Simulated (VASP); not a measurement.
# CdTe (fa.b) (F-43m) in VASP: further runs

CdTe (fa.b) is run at these levels: PBEsol; tasks: single point.

Program: VASP 6.6.1. These are calculated values, not measurements. Logs are shortened: lines on timing, memory, paths and dates and some standing lists are left out, and cuts for length are marked.

**1. The cell of the first run**

Symmetry: F-43m, No. 216, cubic system. Conventional cell: a = 6.490 Å, b = 6.490 Å, c = 6.490 Å, α = 90.00°, β = 90.00°, γ = 90.00°. Cd (site symmetry -43m) has 4 Te at 2.81 Å within 3.7 Å. Te (site symmetry -43m) has 4 Cd at 2.81 Å within 3.7 Å.

**2. Single point, PBEsol**

The input, INCAR:

```
  PREC = Accurate
  ENCUT = 500
  EDIFF = 1E-6
  ISMEAR = 0
  SIGMA = 0.02
  LREAL = F
  LASPH = T
  NELM = 120
  ALGO = Normal
  ISIF = 2
  LWAVE = F
  LCHARG = F
  GGA = PS
  NBANDS = 16
  GGA_COMPAT = F
```

The input, KPOINTS:

```
Automatic mesh
0
Gamma
  8 8 8
```

The input, POSCAR:

```
CdTe
1.0
    0.0000000000      3.2448086643      3.2448086643
    3.2448086643      0.0000000000      3.2448086643
    3.2448086643      3.2448086643      0.0000000000
Cd Te
1 1
Direct
    0.0000000000      0.0000000000      0.0000000000
    0.2500000000      0.2500000000      0.2500000000
```

Potentials or basis: VASP PAW PBE potentials, release 64 (Cd, Te).

On the command line:

```
$ cat potpaw_PBE.64/Cd/POTCAR potpaw_PBE.64/Te/POTCAR > POTCAR
$ mpirun -np 1 vasp_std > vasp.out
```

OUTCAR:

```text
PREC = Accurate
   ENCUT = 500
   EDIFF = 1E-6
   ISMEAR = 0
   LREAL = F
   LASPH = T
   NELM = 120
   ISIF = 2
   GGA = PS

 ion  position               nearest neighbor table
   1  0.000  0.000  0.000-   2 2.81   2 2.81   2 2.81   2 2.81
   2  0.250  0.250  0.250-   1 2.81   1 2.81   1 2.81   1 2.81

  LATTYP: Found a face centered cubic cell.
 ALAT       =     6.4896173286

  Lattice vectors:

 A1 = (   0.0000000000,   3.2448086643,   3.2448086643)
 A2 = (   3.2448086643,   0.0000000000,   3.2448086643)
 A3 = (   3.2448086643,   3.2448086643,   0.0000000000)

Analysis of symmetry for initial positions (statically):
=====================================================================
 Subroutine PRICEL returns:
 Original cell was already a primitive cell.

 Routine SETGRP: Setting up the symmetry group for a
 face centered cubic supercell.

 Subroutine GETGRP returns: Found 24 space group operations
 (whereof 24 operations were pure point group operations)
 out of a pool of 48 trial point group operations.

The static configuration has the point symmetry T_d .

Analysis of symmetry for dynamics (positions and initial velocities):
=====================================================================
 Subroutine PRICEL returns:
 Original cell was already a primitive cell.

 Routine SETGRP: Setting up the symmetry group for a
 face centered cubic supercell.

 Subroutine GETGRP returns: Found 24 space group operations
 (whereof 24 operations were pure point group operations)
 out of a pool of 48 trial point group operations.

The dynamic configuration has the point symmetry T_d .

 Subroutine INISYM returns: Found 24 space group operations
 (whereof 24 operations are pure point group operations),
 and found     1 'primitive' translations

----------------------------------------------------------------------------------------

                                     Primitive cell

  volume of cell :      68.3278

  direct lattice vectors                    reciprocal lattice vectors
     0.000000000  3.244808664  3.244808664    -0.154092291  0.154092291  0.154092291
     3.244808664  0.000000000  3.244808664     0.154092291 -0.154092291  0.154092291
     3.244808664  3.244808664  0.000000000     0.154092291  0.154092291 -0.154092291

  length of vectors
     4.588852420  4.588852420  4.588852420     0.266895677  0.266895677  0.266895677

  position of ions in fractional coordinates (direct lattice)
     0.000000000  0.000000000  0.000000000
     0.250000000  0.250000000  0.250000000

  ion indices of the primitive-cell ions
   primitive index   ion index
                 1           1
                 2           2

----------------------------------------------------------------------------------------

 KPOINTS: Automatic mesh

Automatic generation of k-mesh.
 Grid dimensions read from file:
 generate k-points for:    8    8    8

 Generating k-lattice:

  Cartesian coordinates                     Fractional coordinates (reciprocal lattice)
    -0.019261536  0.019261536  0.019261536     0.125000000  0.000000000  0.000000000
     0.019261536 -0.019261536  0.019261536     0.000000000  0.125000000  0.000000000
     0.019261536  0.019261536 -0.019261536     0.000000000  0.000000000  0.125000000

  Length of vectors
     0.033361960  0.033361960  0.033361960

  Shift w.r.t. Gamma in fractional coordinates (k-lattice)
     0.000000000  0.000000000  0.000000000

 Subroutine IBZKPT returns following result:
 ===========================================

 Found     29 irreducible k-points:

 Following reciprocal coordinates:
            Coordinates               Weight
  0.000000  0.000000  0.000000      1.000000
  0.125000  0.000000  0.000000      8.000000
  0.250000  0.000000  0.000000      8.000000
  0.375000  0.000000  0.000000      8.000000
  0.500000  0.000000  0.000000      4.000000
  0.125000  0.125000  0.000000      6.000000
[... 16 lines left out ...]
  0.500000  0.250000  0.125000     48.000000
 -0.375000  0.250000  0.125000     24.000000
 [... further k-points ...]
   k-points           NKPTS =     29   k-points in BZ     NKDIM =     29   number of bands    NBANDS=     16
   number of dos      NEDOS =    301   number of ions     NIONS =      2
   total plane-waves  NPLWV =  46656
   dimension x,y,z NGX =    36 NGY =   36 NGZ =   36
   dimension x,y,z NGXF=    72 NGYF=   72 NGZF=   72
   ions per type =               1   1
   NGX,Y,Z   is equivalent  to a cutoff of  13.04, 13.04, 13.04 a.u.
   NGXF,Y,Z  is equivalent  to a cutoff of  26.08, 26.08, 26.08 a.u.
 SYSTEM =  unknown system
   PREC   = accura    normal or accurate (medium, high low for compatibility)
   ISTART =      0    job   : 0-new  1-cont  2-samecut
   ICHARG =      2    charge: 1-file 2-atom 10-const
   ISPIN  =      1    spin polarized calculation?
   LNONCOLLINEAR =      F non collinear calculations
   LSORBIT =      F    spin-orbit coupling
   LASPH  =      T    aspherical Exc in radial PAW
   ENCUT  =  500.0 eV  36.75 Ry    6.06 a.u.   8.37  8.37  8.37*2*pi/ulx,y,z
   NELM   =    120;   NELMIN=  2; NELMDL= -5     # of ELM steps
   EDIFF  = 0.1E-05   stopping-criterion for ELM
   LREAL  =      F    real-space projection
   EDIFFG = 0.1E-04   stopping-criterion for IOM
   NSW    =      0    number of steps for IOM
   IBRION =     -1    ionic relax: 0-MD 1-quasi-New 2-CG
   NFREE  =      0    steps in history (QN), initial steepest desc. (CG)
   ISIF   =      2    stress and relaxation
   ISYM   =      2    0-nonsym 1-usesym 2-fastsym
   POTIM  = 0.5000    time-step for ionic-motion
   TEBEG  =    0.0;   TEEND  =   0.0 temperature during run
   PSTRESS=    0.0 pullay stress
   NELECT =      18.0000    total number of electrons
   NUPDOWN=      -1.0000    fix difference up-down
   EMIN   =  10.00;   EMAX   =-10.00  energy-range for DOS
   EFERMI =   0.00;   METHOD = LEGACY
   ISMEAR =     0;   SIGMA  =   0.02  broadening in eV -4-tet -1-fermi 0-gaus
   EFERMI_NEDOS =   21; number of points for ismear=-14 and -15
   IALGO  =     38    algorithm
   IMIX   =      4    mixing-type and parameters
     AMIX     =   0.40;   BMIX     =  1.00
     AMIX_MAG =   1.60;   BMIX_MAG =  1.00
  volume/ion in A,a.u.               =      34.16       230.55
  Fermi-wavevector in a.u.,A,eV,Ry     =   1.049462  1.983195 14.985045  1.101370
  Thomas-Fermi vector in A             =   2.184425
   LORBIT       =      0    0 simple, 1 ext, 2 COOP (PROOUT), +10 PAW based schemes
   GGA     = PS    functional components
   LHFCALC =     F    Hartree Fock is set to
   AEXX    =    0.0000 exact exchange contribution
   IVDW    =     0    specifies the selected vdW correction
   LEPSILON=     F    determine dielectric tensor
   LRPA    =     F    only Hartree local field effects (RPA)
 non-spin polarized calculation
 Gauss-broadening in eV      SIGMA  =   0.02
  energy-cutoff  :      500.00
  volume of cell :       68.33
 maximum number of plane-waves:      1759
 NGX is ok and might be reduce to    36
   NGX = 17   NGY = 17   NGZ = 17

 number of electron      17.9999997 magnetization

 Free energy of the ion-electron system (eV)
  ---------------------------------------------------
  ext. energy  EPLUGINS =         0.00000000
  ---------------------------------------------------
  free energy    TOTEN  =        -5.48945587 eV

  energy without entropy =       -5.48945587  energy(sigma->0) =       -5.48945587

 E-fermi :   2.2846     XC(G=0):  -8.7637

 val. band max:        2.1747906005   @ k =   0.0000   0.0000   0.0000
 cond. band min:       2.8252923842   @ k =   0.0000   0.0000   0.0000
 fundamental gap:      0.6505017837
 Fermi energy:         2.2845715185

 k-point     1 :       0.0000    0.0000    0.0000
  band No.  band energies     occupation
      1      -9.0148      2.00000
      2      -6.0665      2.00000
      3      -6.0665      2.00000
      4      -6.0665      2.00000
      5      -5.8044      2.00000
      6      -5.8044      2.00000
[... 8 lines left out ...]
     15      11.5128      0.00000
     16      11.5128      0.00000

 k-point     2 :       0.1250    0.0000    0.0000
  band No.  band energies     occupation
      1      -8.9559      2.00000
      2      -6.0554      2.00000
      3      -6.0554      2.00000
      4      -6.0221      2.00000
      5      -5.8053      2.00000
      6      -5.8053      2.00000
[... 8 lines left out ...]
     15      10.7691      0.00000
     16      10.7691      0.00000

 k-point     3 :       0.2500    0.0000    0.0000
  band No.  band energies     occupation
      1      -8.8127      2.00000
      2      -6.0307      2.00000
      3      -6.0307      2.00000
      4      -5.8720      2.00000
      5      -5.8049      2.00000
      6      -5.8049      2.00000
[... 8 lines left out ...]
     15      10.5618      0.00000
     16      10.5618      0.00000

 k-point     4 :       0.3750    0.0000    0.0000
  band No.  band energies     occupation
      1      -8.6702      2.00000
      2      -6.0101      2.00000
      3      -6.0101      2.00000
      4      -5.7995      2.00000
      5      -5.7995      2.00000
      6      -5.6212      2.00000
[... 8 lines left out ...]
     15      11.3646      0.00000
     16      11.3646      0.00000
[... 324 lines left out ...]
 k-point    22 :       0.3750    0.2500    0.1250
  band No.  band energies     occupation
      1      -8.7078      2.00000
      2      -6.0026      2.00000
      3      -5.9907      2.00000
      4      -5.8545      2.00000
      5      -5.7951      2.00000
      6      -5.7251      2.00000
[... 8 lines left out ...]
     15      11.9054      0.00000
     16      12.4895      0.00000

 k-point    23 :       0.5000    0.2500    0.1250
  band No.  band energies     occupation
      1      -8.5963      2.00000
      2      -5.9830      2.00000
      3      -5.9728      2.00000
      4      -5.8328      2.00000
      5      -5.7947      2.00000
      6      -5.5047      2.00000
[... 8 lines left out ...]
     15      12.0630      0.00000
     16      12.7656      0.00000

 k-point    24 :      -0.3750    0.2500    0.1250
  band No.  band energies     occupation
      1      -8.5512      2.00000
      2      -5.9780      2.00000
      3      -5.9654      2.00000
      4      -5.8205      2.00000
      5      -5.7991      2.00000
      6      -5.3681      2.00000
[... 8 lines left out ...]
     15      12.1759      0.00000
     16      12.7080      0.00000

 [... further k-points ...]
[... 5 lines left out ...]
  --------------------------------------------------------------------------------------
  -------------------------------------------------------------------------------------
  Total        0.0668646      0.0668646      0.0668646      0.0000000      0.0000000      0.0000000
  in kB        1.5678685      1.5678685      1.5678685      0.0000000      0.0000000      0.0000000
  external PRESSURE =       1.5678685 kB  Pullay stress =       0.0000000 kB

 VOLUME and BASIS-vectors are now :
 -----------------------------------------------------------------------------
  energy-cutoff  :      500.00
  volume of cell :       68.33
      direct lattice vectors                 reciprocal lattice vectors
     0.000000000  3.244808664  3.244808664    -0.154092291  0.154092291  0.154092291
     3.244808664  0.000000000  3.244808664     0.154092291 -0.154092291  0.154092291
     3.244808664  3.244808664  0.000000000     0.154092291  0.154092291 -0.154092291

 POSITION                                       TOTAL-FORCE (eV/Angst)
 -----------------------------------------------------------------------------------
      0.00000      0.00000      0.00000        -0.000000     -0.000000     -0.000000
      1.62240      1.62240      1.62240         0.000000      0.000000      0.000000
 -----------------------------------------------------------------------------------
    total drift:                                0.000000      0.000000      0.000000

  FREE ENERGIE OF THE ION-ELECTRON SYSTEM (eV)
  ---------------------------------------------------
  free  energy   TOTEN  =        -5.4894558697 eV

  energy  without entropy=       -5.4894558697  energy(sigma->0) =       -5.48945587
```

Wall time 27 s (1 thread of Intel Xeon Platinum 8259CL at 2.50GHz (Skylake/Cascade Lake), shared host); peak memory 0.21 GiB.

Results:

| Item | Value |
| --- | --- |
| Free energy | -5.4895 eV |
| Pressure | 0.2 GPa |
| Band gap on the k mesh | 0.65 eV, direct |

Levels at points of the mesh, in eV from the valence-band top:
| k point | band 7 | band 8 | band 9 | band 10 | band 11 | band 12 |
| --- | --- | --- | --- | --- | --- | --- |
| (0.00, 0.00, 0.00) | 0.00 | 0.00 | 0.00 | 0.65 | 4.55 | 4.55 |
| (0.50, 0.00, 0.00) | -4.45 | -0.78 | -0.78 | 1.73 | 5.13 | 5.13 |
| (0.50, 0.50, 0.00) | -4.33 | -1.87 | -1.87 | 2.50 | 2.60 | 8.70 |

Caveat: the PAW data sets were made with another functional, which shifts forces and pressure a little; spin-orbit coupling is left out, which moves the levels of the heavy elements.

**3. Single point, PBEsol**

The input, INCAR:

```
SYSTEM = CdTe
  ALGO = Normal
  EDIFF = 1E-6
  ENCUT = 500
  GGA = PS
  GGA_COMPAT = .False.
  ISIF = 2
  ISMEAR = 0
  LASPH = .True.
  LCHARG = .True.
  LELF = .True.
  LREAL = .False.
  LVHAR = .True.
  LWAVE = .False.
  NBANDS = 16
  NELM = 120
  PREC = Accurate
  SIGMA = 0.02
```

The input, KPOINTS:

```
k-points
0
Gamma
  8 8 8
  0 0 0
```

POSCAR is that of step 2.

Potentials or basis: VASP PAW PBE potentials, release 64 (Cd, Te).

On the command line:

```
$ cat potpaw_PBE.64/Cd/POTCAR potpaw_PBE.64/Te/POTCAR > POTCAR
$ mpirun -np 1 vasp_std > vasp.out
```

OUTCAR:

```text
SYSTEM = CdTe
   EDIFF = 1E-6
   ENCUT = 500
   GGA = PS
   ISIF = 2
   ISMEAR = 0
   LASPH = .True.
   LREAL = .False.
   NELM = 120
   PREC = Accurate

 ion  position               nearest neighbor table
   1  0.000  0.000  0.000-   2 2.81   2 2.81   2 2.81   2 2.81
   2  0.250  0.250  0.250-   1 2.81   1 2.81   1 2.81   1 2.81

  LATTYP: Found a face centered cubic cell.
 ALAT       =     6.4896173286

  Lattice vectors:

 A1 = (   0.0000000000,   3.2448086643,   3.2448086643)
 A2 = (   3.2448086643,   0.0000000000,   3.2448086643)
 A3 = (   3.2448086643,   3.2448086643,   0.0000000000)

Analysis of symmetry for initial positions (statically):
=====================================================================
 Subroutine PRICEL returns:
 Original cell was already a primitive cell.

 Routine SETGRP: Setting up the symmetry group for a
 face centered cubic supercell.

 Subroutine GETGRP returns: Found 24 space group operations
 (whereof 24 operations were pure point group operations)
 out of a pool of 48 trial point group operations.

[... 157 lines left out ...]
  ext. energy  EPLUGINS =         0.00000000
  ---------------------------------------------------
  free energy    TOTEN  =        -5.48945587 eV

  energy without entropy =       -5.48945587  energy(sigma->0) =       -5.48945587

 E-fermi :   2.2846     XC(G=0):  -8.7637

 val. band max:        2.1747906005   @ k =   0.0000   0.0000   0.0000
 cond. band min:       2.8252923842   @ k =   0.0000   0.0000   0.0000
 fundamental gap:      0.6505017837
 Fermi energy:         2.2845715185

 k-point     1 :       0.0000    0.0000    0.0000
  band No.  band energies     occupation
      1      -9.0148      2.00000
      2      -6.0665      2.00000
      3      -6.0665      2.00000
      4      -6.0665      2.00000
      5      -5.8044      2.00000
      6      -5.8044      2.00000
[... 433 lines left out ...]
      3      -5.9654      2.00000
      4      -5.8205      2.00000
      5      -5.7991      2.00000
      6      -5.3681      2.00000
[... 8 lines left out ...]
     15      12.1759      0.00000
     16      12.7080      0.00000

 [... further k-points ...]
[... 5 lines left out ...]
  --------------------------------------------------------------------------------------
  -------------------------------------------------------------------------------------
  Total        0.0668646      0.0668646      0.0668646      0.0000000      0.0000000      0.0000000
  in kB        1.5678685      1.5678685      1.5678685      0.0000000      0.0000000      0.0000000
  external PRESSURE =       1.5678685 kB  Pullay stress =       0.0000000 kB

 VOLUME and BASIS-vectors are now :
 -----------------------------------------------------------------------------
  energy-cutoff  :      500.00
  volume of cell :       68.33
      direct lattice vectors                 reciprocal lattice vectors
     0.000000000  3.244808664  3.244808664    -0.154092291  0.154092291  0.154092291
     3.244808664  0.000000000  3.244808664     0.154092291 -0.154092291  0.154092291
     3.244808664  3.244808664  0.000000000     0.154092291  0.154092291 -0.154092291

 POSITION                                       TOTAL-FORCE (eV/Angst)
 -----------------------------------------------------------------------------------
      0.00000      0.00000      0.00000        -0.000000     -0.000000     -0.000000
      1.62240      1.62240      1.62240         0.000000      0.000000      0.000000
 -----------------------------------------------------------------------------------
    total drift:                                0.000000      0.000000      0.000000

  FREE ENERGIE OF THE ION-ELECTRON SYSTEM (eV)
  ---------------------------------------------------
  free  energy   TOTEN  =        -5.4894558697 eV

  energy  without entropy=       -5.4894558697  energy(sigma->0) =       -5.48945587
```

OSZICAR:

```text
N       E                     dE             d eps       ncg     rms          rms(c)
DAV:   1     0.997403393851E+02    0.99740E+02   -0.81342E+03   944   0.945E+02
DAV:   2    -0.224202634019E+01   -0.10198E+03   -0.96908E+02  1152   0.235E+02
DAV:   3    -0.571309111507E+01   -0.34711E+01   -0.34675E+01  1088   0.452E+01
DAV:   4    -0.574453699024E+01   -0.31446E-01   -0.31445E-01  1432   0.379E+00
DAV:   5    -0.574464687312E+01   -0.10988E-03   -0.10988E-03  1120   0.181E-01    0.541E+00
DAV:   6    -0.550808549244E+01    0.23656E+00   -0.43468E-01  1120   0.828E+00    0.451E+00
DAV:   7    -0.549033634917E+01    0.17749E-01   -0.99075E-02  1136   0.208E+00    0.182E+00
DAV:   8    -0.548943182940E+01    0.90452E-03   -0.98824E-03  1032   0.113E+00    0.475E-01
DAV:   9    -0.548940613028E+01    0.25699E-04   -0.74574E-04  1072   0.294E-01    0.110E-01
DAV:  10    -0.548943488529E+01   -0.28755E-04   -0.10416E-04  1112   0.941E-02    0.537E-02
DAV:  11    -0.548945778959E+01   -0.22904E-04   -0.44964E-05  1056   0.391E-02    0.368E-02
DAV:  12    -0.548945600207E+01    0.17875E-05   -0.35741E-06  1112   0.130E-02    0.193E-02
DAV:  13    -0.548945586973E+01    0.13234E-06   -0.44647E-07   832   0.334E-03
   1 F= -.54894559E+01 E0= -.54894559E+01  d E =-.543456E-17
```

stdout:

```text
POSCAR found type information on POSCAR CdTe
 POSCAR found :  2 types and       2 ions
 scaLAPACK will be used
 -----------------------------------------------------------------------------
|                                                                             |
|                                                                             |
|     You enforced a specific xc type in the INCAR file but a different       |
|     I HOPE YOU KNOW WHAT YOU ARE DOING!                                     |
|                                                                             |
 -----------------------------------------------------------------------------

 LDA part: xc-table for (Slater+PW92), standard interpolation
 POSCAR, INCAR and KPOINTS ok, starting setup
 FFT: planning ... GRIDC
 FFT: planning ... GRID_SOFT
 FFT: planning ... GRID
 WAVECAR not read
 entering main loop
```

It took 30 s on 1 thread of Intel Xeon Platinum 8259CL at 2.50GHz (Skylake/Cascade Lake), shared host; peak memory 0.21 GiB.

What came out:

```yaml
Free_energy: -5.4895 eV
Pressure: 0.2 GPa
Band_gap_on_the_k_mesh: 0.65 eV, direct
```

Levels at points of the mesh, in eV from the valence-band top:
```tsv
k point	band 5	band 6	band 7	band 8	band 9	band 10	band 11	band 12	band 13	band 14
(0.00, 0.00, 0.00)	-7.98	-7.98	0.00	0.00	0.00	0.65	4.55	4.55	4.55	7.29
(0.50, 0.00, 0.00)	-7.97	-7.64	-4.45	-0.78	-0.78	1.73	5.13	5.13	6.93	8.51
(0.50, 0.50, 0.00)	-7.95	-7.50	-4.33	-1.87	-1.87	2.50	2.60	8.70	9.05	9.05
```

Caveat: the PAW data sets were made with another functional, which shifts forces and pressure a little; spin-orbit coupling is left out, which moves the levels of the heavy elements.
